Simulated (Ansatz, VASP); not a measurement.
# Ti: VASP beside Ansatz

```
Ti
1.0
     0.00000    1.61017    1.61017
     1.61017    0.00000    1.61017
     1.61017    1.61017    0.00000
Ti
1
Direct
  0.00000 0.00000 0.00000
```

Change from the starting cell: volume scaled by 0.52, LAPW.

Alike in both runs: task single point; functional LDA; k mesh 18 × 18 × 18; occupations fermi-dirac, width 0.1 eV; no spin polarisation.

|  | VASP | Ansatz |
| --- | --- | --- |
| version | VASP 6.6.1 | Ansatz 0.2.0 |
| potentials or method | VASP PAW LDA potentials, release 64 (Ti_sv), cutoff 520 eV | all-electron LAPW, scalar-relativistic |

|  | VASP | Ansatz | Ansatz less VASP |
| --- | --- | --- | --- |
| pressure (GPa) | 218.7 | 215.9 | -2.84 |

LDA's correlation is that of Perdew and Zunger in VASP and of Perdew and Wang (1992) in Ansatz. Both programs put the cell under a high pressure, so it lies far from rest at this level. Ansatz ran all-electron here, and VASP with PAW potentials.

Noted on VASP's run: the cell as given lies far from equilibrium.
